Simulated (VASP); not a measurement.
Here is a VASP 6.6.1 calculation.

INCAR

```
SYSTEM = Ir
PREC = Accurate
ENCUT = 500
EDIFF = 1E-6
ISMEAR = -1
SIGMA = 0.1
LREAL = .FALSE.
LASPH = .TRUE.
NELM = 120
ALGO = Normal
ISIF = 2
LWAVE = .FALSE.
LCHARG = .FALSE.
GGA = PS
NBANDS = 14
GGA_COMPAT = .FALSE.
```

File KPOINTS:

```
Automatic mesh
0
G
  16 16 16
  0 0 0
```

POSCAR

```
Ir
1.0
   -1.5178371537      1.5178371537      1.5178371537
    1.5178371537     -1.5178371537      1.5178371537
    1.5178371537      1.5178371537     -1.5178371537
Ir
1
Direct
    0.0000000000      0.0000000000      0.0000000000
```

Potentials or basis: VASP PAW PBE potentials, release 64 (Ir_sv_GW).

Run with:

```bash
$ cat potpaw_PBE.64/Ir_sv_GW/POTCAR > POTCAR
$ mpirun -np 1 vasp_std > vasp.out
```

**Question.** What does it give for the pressure?

**Answer.** 12.2 GPa.

Caveat: the PAW data sets were made with another functional, which shifts forces and pressure a little.
